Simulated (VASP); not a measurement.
Set up this calculation in VASP 6.6.1, as the native input.

```
Task                   : single point
Functional             : PBE
Potentials or basis    : VASP PAW PBE potentials, release 64 (Sn_d, S)
Cutoff                 : 500 eV
k mesh                 : 6 × 6 × 4
Occupations            : gaussian, width 0.01 eV
Spin                   : no spin polarisation
Dipole correction      : no
Further INCAR settings : ALGO = Normal; EDIFF = 1e-06; NBANDS = 20
```

The structure of SnS2 (Berndtite-2T) lies in POSCAR:

```
SnS2
1.0
    3.5898182954      0.0000000000      0.0000000000
   -1.7949091477      3.1088738345      0.0000000000
    0.0000000000      0.0000000000      5.7886929809
Sn S
1 2
Direct
    0.0000000000      0.0000000000      0.0000000000
    0.3333333333      0.6666666667      0.2500000000
    0.6666666667      0.3333333333      0.7500000000
```

These files were run (other wordings do the same):

INCAR

```
PREC     = Accurate       # precision mode
ENCUT    = 500            # plane-wave cutoff, eV
EDIFF    = 1E-6           # SCF threshold, eV
ISMEAR   = 0              # smearing method
SIGMA    = 0.01           # smearing width, eV
LREAL    = False          # projectors in reciprocal space
LASPH    = True           # aspherical terms in the spheres
NELM     = 120            # most SCF steps
ALGO     = Normal         # electronic algorithm
ISIF     = 2              # what is computed and relaxed
LWAVE    = False          # write WAVECAR
LCHARG   = False          # write CHGCAR
GGA      = PE             # functional
NBANDS   = 20             # bands
GGA_COMPAT= False
```

KPOINTS

```
regular mesh
0
Gamma
  6 6 4
```

Potentials or basis: VASP PAW PBE potentials, release 64 (Sn_d, S).

The run is started by

```bash
$ cat potpaw_PBE.64/Sn_d/POTCAR potpaw_PBE.64/S/POTCAR > POTCAR
$ mpirun -np 1 vasp_std > vasp.out
```

Results of the run:

```
Pressure               : 8.3 GPa
Largest force          : 0.671 eV/Å
Band gap on the k mesh : 1.56 eV, indirect (least direct gap 2.05 eV)
```

Caveat: spin-orbit coupling is left out, which moves the levels of the heavy elements; this functional lacks dispersion, which binds the layers, so the pressure and a relaxed spacing across them are unreliable.

Run time: 15 s on 1 thread of Intel(R) Xeon(R) 6975P-C (Granite Rapids) (shared host), peak memory 0.19 GiB.
